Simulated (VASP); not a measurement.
# Al2Zn (P-3m1) in VASP: further runs

Runs on Al2Zn. Level: LDA. Tasks: single point.

Everything below comes from runs of VASP 6.6.1. Logs are shortened: lines on timing, memory, paths and dates and some standing lists are left out, and cuts for length are marked.

## 1. The cell of the first run

The structure is trigonal, space group P-3m1 (No. 164). Conventional cell: a = 2.943 Å, b = 2.943 Å, c = 6.046 Å, α = 90.00°, β = 90.00°, γ = 120.00°. Al (site symmetry 3m) has 3 Zn at 2.61 Å and 9 Al at 2.68 to 2.94 Å within 3.4 Å. Within 3.4 Å of Zn (site symmetry -3m) lie 6 Al at 2.61 Å and 6 Zn at 2.94 Å.

## 2. Single point, LDA (volume 15.119 Å^3 an atom, c/a of the conventional cell 2.0543)

Contents of INCAR:

```
SYSTEM = Al2Zn
PREC     = Accurate       ! precision mode
ENCUT    = 520            ! plane-wave cutoff, eV
EDIFF    = 1E-6           ! SCF threshold, eV
ISMEAR   = 0              ! smearing method
SIGMA    = 0.15           ! smearing width, eV
LREAL    = .FALSE.        ! projectors in reciprocal space
LASPH    = .TRUE.         ! aspherical terms in the spheres
NELM     = 80             ! most SCF steps
ALGO     = Fast           ! electronic algorithm
ISIF     = 2              ! what is computed and relaxed
LWAVE    = .FALSE.        ! write WAVECAR
LCHARG   = .FALSE.        ! write CHGCAR
GGA      = CA             ! functional
NBANDS   = 16             ! bands
```

Contents of KPOINTS:

```
regular mesh
0
G
  18 18 8
  0 0 0
```

Contents of POSCAR:

```
Al2Zn
1.0
    2.9431775325      0.0000000000      0.0000000000
   -1.4715887662      2.5488665110      0.0000000000
    0.0000000000      0.0000000000      6.0461696050
Al Zn
2 1
Direct
    0.3333333333      0.6666666667      0.3282219152
    0.6666666667      0.3333333333      0.6717780848
    0.0000000000      0.0000000000      0.0000000000
```

Potentials or basis: VASP PAW LDA potentials, release 64 (Al, Zn).

On the command line:

```bash
$ cat potpaw_LDA.64/Al/POTCAR potpaw_LDA.64/Zn/POTCAR > POTCAR
$ mpirun -np 1 vasp_std > vasp.out
```

OUTCAR:

```text
SYSTEM = Al2Zn
   PREC = Accurate
   ENCUT = 520
   EDIFF = 1E-6
   ISMEAR = 0
   LREAL = .FALSE.
   LASPH = .TRUE.
   NELM = 80
   ISIF = 2
   GGA = CA

 ion  position               nearest neighbor table
   1  0.333  0.667  0.328-   3 2.61   3 2.61   3 2.61   2 2.68   2 2.68   2 2.68
   2  0.667  0.333  0.672-   3 2.61   3 2.61   3 2.61   1 2.68   1 2.68   1 2.68
   3  0.000  0.000  0.000-   1 2.61   2 2.61   1 2.61   2 2.61   2 2.61   1 2.61

  LATTYP: Found a hexagonal cell.
 ALAT       =     2.9431775325
 C/A-ratio  =     2.0543000000

  Lattice vectors:

 A1 = (   2.9431775325,   0.0000000000,   0.0000000000)
 A2 = (  -1.4715887662,   2.5488665110,   0.0000000000)
 A3 = (   0.0000000000,   0.0000000000,   6.0461696050)

Analysis of symmetry for initial positions (statically):
=====================================================================
 Subroutine PRICEL returns:
 Original cell was already a primitive cell.

 Routine SETGRP: Setting up the symmetry group for a
 hexagonal supercell.

 Subroutine GETGRP returns: Found 12 space group operations
 (whereof 12 operations were pure point group operations)
 out of a pool of 24 trial point group operations.

The static configuration has the point symmetry D_3d.

Analysis of symmetry for dynamics (positions and initial velocities):
=====================================================================
 Subroutine PRICEL returns:
 Original cell was already a primitive cell.

 Routine SETGRP: Setting up the symmetry group for a
 hexagonal supercell.

 Subroutine GETGRP returns: Found 12 space group operations
 (whereof 12 operations were pure point group operations)
 out of a pool of 24 trial point group operations.

The dynamic configuration has the point symmetry D_3d.

 Subroutine INISYM returns: Found 12 space group operations
 (whereof 12 operations are pure point group operations),
 and found     1 'primitive' translations

----------------------------------------------------------------------------------------

                                     Primitive cell

  volume of cell :      45.3570

  direct lattice vectors                    reciprocal lattice vectors
     2.943177533  0.000000000  0.000000000     0.339768835  0.196165628  0.000000000
    -1.471588766  2.548866511  0.000000000     0.000000000  0.392331256  0.000000000
     0.000000000  0.000000000  6.046169605     0.000000000  0.000000000  0.165393971

  length of vectors
     2.943177533  2.943177532  6.046169605     0.392331256  0.392331256  0.165393971

  position of ions in fractional coordinates (direct lattice)
     0.333333333  0.666666667  0.328221915
     0.666666667  0.333333333  0.671778085
     0.000000000  0.000000000  0.000000000

  ion indices of the primitive-cell ions
   primitive index   ion index
                 1           1
                 2           2
                 3           3

----------------------------------------------------------------------------------------

 KPOINTS: regular mesh

Automatic generation of k-mesh.
 Grid dimensions read from file:
 generate k-points for:   18   18    8

 Generating k-lattice:

  Cartesian coordinates                     Fractional coordinates (reciprocal lattice)
     0.018876046  0.010898090  0.000000000     0.055555556 -0.000000000  0.000000000
     0.000000000  0.021796181  0.000000000     0.000000000  0.055555556  0.000000000
     0.000000000  0.000000000  0.020674246     0.000000000  0.000000000  0.125000000

  Length of vectors
     0.021796181  0.021796181  0.020674246

  Shift w.r.t. Gamma in fractional coordinates (k-lattice)
     0.000000000  0.000000000  0.000000000

 Subroutine IBZKPT returns following result:
 ===========================================

 Found    266 irreducible k-points:

 Following reciprocal coordinates:
            Coordinates               Weight
  0.000000  0.000000  0.000000      1.000000
  0.055556 -0.000000  0.000000      6.000000
  0.111111 -0.000000  0.000000      6.000000
  0.166667 -0.000000  0.000000      6.000000
  0.222222 -0.000000  0.000000      6.000000
  0.277778  0.000000  0.000000      6.000000
[... 16 lines left out ...]
  0.333333  0.111111  0.000000     12.000000
  0.388889  0.111111  0.000000     12.000000
 [... further k-points ...]
   k-points           NKPTS =    266   k-points in BZ     NKDIM =    266   number of bands    NBANDS=     16
   number of dos      NEDOS =    301   number of ions     NIONS =      3
   total plane-waves  NPLWV =  27648
   dimension x,y,z NGX =    24 NGY =   24 NGZ =   48
   dimension x,y,z NGXF=    48 NGYF=   48 NGZF=   96
   ions per type =               2   1
   NGX,Y,Z   is equivalent  to a cutoff of  13.56, 13.56, 13.20 a.u.
   NGXF,Y,Z  is equivalent  to a cutoff of  27.11, 27.11, 26.40 a.u.
 SYSTEM =  Al2Zn
   PREC   = accura    normal or accurate (medium, high low for compatibility)
   ISTART =      0    job   : 0-new  1-cont  2-samecut
   ICHARG =      2    charge: 1-file 2-atom 10-const
   ISPIN  =      1    spin polarized calculation?
   LNONCOLLINEAR =      F non collinear calculations
   LSORBIT =      F    spin-orbit coupling
   LASPH  =      T    aspherical Exc in radial PAW
   ENCUT  =  520.0 eV  38.22 Ry    6.18 a.u.   5.47  5.47 11.24*2*pi/ulx,y,z
   NELM   =     80;   NELMIN=  2; NELMDL= -5     # of ELM steps
   EDIFF  = 0.1E-05   stopping-criterion for ELM
   LREAL  =      F    real-space projection
   EDIFFG = 0.1E-04   stopping-criterion for IOM
   NSW    =      0    number of steps for IOM
   IBRION =     -1    ionic relax: 0-MD 1-quasi-New 2-CG
   NFREE  =      0    steps in history (QN), initial steepest desc. (CG)
   ISIF   =      2    stress and relaxation
   ISYM   =      2    0-nonsym 1-usesym 2-fastsym
   POTIM  = 0.5000    time-step for ionic-motion
   TEBEG  =    0.0;   TEEND  =   0.0 temperature during run
   PSTRESS=    0.0 pullay stress
   NELECT =      18.0000    total number of electrons
   NUPDOWN=      -1.0000    fix difference up-down
   EMIN   =  10.00;   EMAX   =-10.00  energy-range for DOS
   EFERMI =   0.00;   METHOD = LEGACY
   ISMEAR =     0;   SIGMA  =   0.15  broadening in eV -4-tet -1-fermi 0-gaus
   EFERMI_NEDOS =   21; number of points for ismear=-14 and -15
   IALGO  =     68    algorithm
   IMIX   =      4    mixing-type and parameters
     AMIX     =   0.40;   BMIX     =  1.00
     AMIX_MAG =   1.60;   BMIX_MAG =  1.00
  volume/ion in A,a.u.               =      15.12       102.03
  Fermi-wavevector in a.u.,A,eV,Ry     =   1.203052  2.273438 19.692174  1.447334
  Thomas-Fermi vector in A             =   2.338816
   LORBIT       =      0    0 simple, 1 ext, 2 COOP (PROOUT), +10 PAW based schemes
   GGA     = CA    functional components
   LHFCALC =     F    Hartree Fock is set to
   AEXX    =    0.0000 exact exchange contribution
   IVDW    =     0    specifies the selected vdW correction
   LEPSILON=     F    determine dielectric tensor
   LRPA    =     F    only Hartree local field effects (RPA)
 non-spin polarized calculation
 RMM-DIIS sequential band-by-band and
 Gauss-broadening in eV      SIGMA  =   0.15
  energy-cutoff  :      520.00
  volume of cell :       45.36
 maximum number of plane-waves:      1259
 NGX is ok and might be reduce to    24
   NGX = 11   NGY = 11   NGZ = 23

 number of electron      18.0000003 magnetization

 Free energy of the ion-electron system (eV)
  ---------------------------------------------------
  ext. energy  EPLUGINS =         0.00000000
  ---------------------------------------------------
  free energy    TOTEN  =       -10.12663559 eV

  energy without entropy =      -10.11689452  energy(sigma->0) =      -10.12176505

 E-fermi :   6.9085     XC(G=0): -11.0752

 val. band max:        6.8968473863   @ k =  -0.1667   0.3889   0.1250
 cond. band min:       6.9149795991   @ k =  -0.0556   0.5000   0.2500
 fundamental gap:      0.0181322128
 Fermi energy:         6.9085281460

 k-point     1 :       0.0000    0.0000    0.0000
  band No.  band energies     occupation
      1      -4.5229      2.00000
      2      -1.5836      2.00000
      3      -1.0780      2.00000
      4      -1.0780      2.00000
      5      -0.8851      2.00000
      6      -0.8851      2.00000
[... 8 lines left out ...]
     15      19.5199      0.00000
     16      19.5245      0.00000

 k-point     2 :       0.0556   -0.0000    0.0000
  band No.  band energies     occupation
      1      -4.4525      2.00000
      2      -1.5539      2.00000
      3      -1.0908      2.00000
      4      -1.0654      2.00000
      5      -0.9645      2.00000
      6      -0.8875      2.00000
[... 8 lines left out ...]
     15      18.3228      0.00000
     16      18.8575      0.00000

 k-point     3 :       0.1111   -0.0000    0.0000
  band No.  band energies     occupation
      1      -4.2420      2.00000
      2      -1.4756      2.00000
      3      -1.1449      2.00000
      4      -1.0580      2.00000
      5      -1.0294      2.00000
      6      -0.8940      2.00000
[... 8 lines left out ...]
     15      17.5371      0.00000
     16      17.9252      0.00000

 k-point     4 :       0.1667   -0.0000    0.0000
  band No.  band energies     occupation
      1      -3.8943      2.00000
      2      -1.3845      2.00000
      3      -1.2337      2.00000
      4      -1.0917      2.00000
      5      -0.9779      2.00000
      6      -0.8995      2.00000
[... 8 lines left out ...]
     15      16.2191      0.00000
     16      17.2927      0.00000
[... 324 lines left out ...]
 k-point    22 :       0.2778    0.1111    0.0000
  band No.  band energies     occupation
      1      -1.9966      2.00000
      2      -1.4495      2.00000
      3      -1.2829      2.00000
      4      -1.0108      2.00000
      5      -0.9449      2.00000
      6      -0.5862      2.00000
[... 8 lines left out ...]
     15      14.0405      0.00000
     16      14.5641      0.00000

 k-point    23 :       0.3333    0.1111    0.0000
  band No.  band energies     occupation
      1      -1.5783      2.00000
      2      -1.4239      2.00000
      3      -1.2745      2.00000
      4      -1.0213      2.00000
      5      -0.8172      2.00000
      6      -0.2355      2.00000
[... 8 lines left out ...]
     15      14.7428      0.00000
     16      15.2855      0.00000

 k-point    24 :       0.3889    0.1111    0.0000
  band No.  band energies     occupation
      1      -1.5464      2.00000
      2      -1.3792      2.00000
      3      -1.1755      2.00000
      4      -1.0327      2.00000
      5      -0.7312      2.00000
      6       0.5449      2.00000
[... 8 lines left out ...]
     15      15.3588      0.00000
     16      16.1798      0.00000

 [... further k-points ...]

------------------------ aborting loop because EDIFF is reached ----------------------------------------

  FORCE on cell =-STRESS in cart. coord.  units (eV):
  Direction    XX          YY          ZZ          XY          YZ          ZX
  --------------------------------------------------------------------------------------
  -------------------------------------------------------------------------------------
  Total        0.1889477      0.1889477      1.6357944      0.0000000     -0.0000000     -0.0000000
  in kB        6.6743389      6.6743389     57.7823797      0.0000000     -0.0000000     -0.0000000
  external PRESSURE =      23.7103525 kB  Pullay stress =       0.0000000 kB

 VOLUME and BASIS-vectors are now :
 -----------------------------------------------------------------------------
  energy-cutoff  :      520.00
  volume of cell :       45.36
      direct lattice vectors                 reciprocal lattice vectors
     2.943177533  0.000000000  0.000000000     0.339768835  0.196165628  0.000000000
    -1.471588766  2.548866511  0.000000000     0.000000000  0.392331256  0.000000000
     0.000000000  0.000000000  6.046169605     0.000000000  0.000000000  0.165393971

 POSITION                                       TOTAL-FORCE (eV/Angst)
 -----------------------------------------------------------------------------------
     -0.00000      1.69924      1.98449         0.000000      0.000000     -0.147536
      1.47159      0.84962      4.06168        -0.000000      0.000000      0.147536
      0.00000      0.00000      0.00000        -0.000000      0.000000      0.000000
 -----------------------------------------------------------------------------------
    total drift:                               -0.000000      0.000000      0.000000

  FREE ENERGIE OF THE ION-ELECTRON SYSTEM (eV)
  ---------------------------------------------------
  free  energy   TOTEN  =       -10.1266355869 eV

  energy  without entropy=      -10.1168945160  energy(sigma->0) =      -10.12176505
```

Wall time 61 s (1 thread of Intel Xeon 6975P-C (Granite Rapids), shared host); peak memory 0.29 GiB.

Results:

```
Free energy            : -10.1266 eV
Pressure               : 2.4 GPa
Largest force          : 0.148 eV/Å
Band gap on the k mesh : zero (band 9 reaches 11.17 eV, above the bottom of band 10 at 4.86 eV)
```

Forces on the atoms (eV/Å):
```
Al   0.000  0.000 -0.148
Al   0.000  0.000  0.148
Zn   0.000  0.000  0.000
```

Levels at points of the mesh, in eV from the Fermi level:
```tsv
k point	band 6	band 7	band 8	band 9	band 10	band 11	band 12	band 13
(0.00, 0.00, 0.00)	-7.79	-7.42	-6.93	4.10	5.22	9.38	9.38	9.44
(0.50, 0.00, 0.00)	-5.72	-5.24	-2.49	-1.77	-1.34	-0.38	4.34	6.10
(0.00, 0.00, 0.50)	-7.79	-7.79	-3.06	-1.20	9.54	9.54	10.30	10.30
(0.50, 0.00, 0.50)	-4.99	-4.68	-4.39	-3.97	2.20	3.25	3.67	4.41
```

## 3. Single point, LDA (volume 15.119 Å^3 an atom, c/a of the conventional cell 2.9562)

Contents of INCAR:

```
PREC     = Accurate       # precision mode
ENCUT    = 520            # plane-wave cutoff, eV
EDIFF    = 1E-7           # SCF threshold, eV
ISMEAR   = 0              # smearing method
SIGMA    = 0.15           # smearing width, eV
LREAL    = False          # projectors in reciprocal space
LASPH    = True           # aspherical terms in the spheres
NELM     = 60             # most SCF steps
ALGO     = Fast           # electronic algorithm
ISIF     = 2              # what is computed and relaxed
LWAVE    = False          # write WAVECAR
LCHARG   = False          # write CHGCAR
NBANDS   = 16             # bands
```

Contents of KPOINTS:

```
Automatic mesh
0
Gamma
  18 18 8
```

Contents of POSCAR:

```
Al2Zn
1.0
    2.6069126373      0.0000000000      0.0000000000
   -1.3034563186      2.2576525694      0.0000000000
    0.0000000000      0.0000000000      7.7065551385
Al Zn
2 1
Direct
    0.3333333333      0.6666666667      0.3282219152
    0.6666666667      0.3333333333      0.6717780848
    0.0000000000      0.0000000000      0.0000000000
```

Potentials or basis: VASP PAW LDA potentials, release 64 (Al, Zn).

On the command line:

```bash
$ cat potpaw_LDA.64/Al/POTCAR potpaw_LDA.64/Zn/POTCAR > POTCAR
$ mpirun -np 1 vasp_std > vasp.out
```

It took 1.7 min on 1 thread of Intel Xeon 6975P-C (Granite Rapids), shared host; peak memory 0.29 GiB.

Results (log left out):

| Quantity | Value |
| --- | --- |
| Free energy | -9.9356 eV |
| Pressure | 4.5 GPa |
| Largest force | 0.038 eV/Å |
| Band gap on the k mesh | zero (band 9 reaches 8.54 eV, above the bottom of band 10 at 5.59 eV) |

Forces in eV/Å, atoms in the order of the input:
```
Al   0.000  0.000  0.038
Al   0.000  0.000 -0.038
Zn   0.000  0.000  0.000
```

Stress tensor (GPa, compression positive):
```
 9.31  0.00  0.00
 0.00  9.31  0.00
 0.00  0.00 -5.19
```

Levels at points of the mesh, in eV from the Fermi level:
```
           k point  band 6  band 7  band 8  band 9  band 10  band 11  band 12  band 13
(0.00, 0.00, 0.00)   -7.74   -7.41   -7.41   -1.47    -0.99     9.93    10.59    14.29
(0.50, 0.00, 0.00)   -4.21   -4.20   -2.57   -1.53    -1.26    -0.21     4.81     5.36
(0.00, 0.00, 0.50)   -7.41   -7.41   -5.69   -5.21     3.81     4.36    14.42    14.42
(0.50, 0.00, 0.50)   -4.25   -3.74   -3.22   -2.64     0.89     1.60     1.70     2.52
```
